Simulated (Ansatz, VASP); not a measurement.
AlN in VASP and in Ansatz

The input INCAR:

```
PREC = Accurate
ENCUT = 520
EDIFF = 1E-6
ISMEAR = 0
SIGMA = 0.01
LREAL = False
LASPH = True
NELM = 80
ALGO = Normal
ISIF = 2
LWAVE = False
LCHARG = True
GGA = CA
LELF = True
LVHAR = True
NBANDS = 11
```

The input KPOINTS:

```
regular mesh
0
Gamma
  8 8 8
```

The input POSCAR:

```
AlN
1.0
    0.0000000000      2.2127340590      2.2127340590
    2.2127340590      0.0000000000      2.2127340590
    2.2127340590      2.2127340590      0.0000000000
Al N
1 1
Direct
    0.0000000000      0.0000000000      0.0000000000
    0.7500000000      0.7500000000      0.7500000000
```

Input for Ansatz:

```yaml
crystal:
  lattice:
    - [0.0, 2.2127340589868445, 2.2127340589868445]
    - [2.2127340589868445, 0.0, 2.2127340589868445]
    - [2.2127340589868445, 2.2127340589868445, 0.0]
  atoms:
    - { symbol: Al, position: [0.0, 0.0, 0.0] }
    - { symbol: "N", position: [0.75, 0.75, 0.75] }
basis:
  ecutwfc: 420.0
kpoints:
  mp_grid:
    grid: [8, 8, 8]
hamiltonian:
  xc: lda
  pseudopotentials:
    kind: paw
scf:
  occupations:
    method: fixed
output:
  stress: true
```

Alike in both runs: task single point; functional LDA; k mesh 8 × 8 × 8; no spin polarisation.

```csv
,VASP,Ansatz
version,VASP 6.6.1,Ansatz 0.2.0
potentials or method,"VASP PAW LDA potentials, release 64 (Al, N), cutoff 520 eV","plane waves, PAW"
occupations,"gaussian, width 0.01 eV",fixed
valence electrons in the cell,8,8
```

```tsv
	VASP	Ansatz	Ansatz less VASP
pressure (GPa)	-10.3	-10.7	-0.45
```

LDA's correlation is that of Perdew and Zunger in VASP and of Perdew and Wang (1992) in Ansatz.
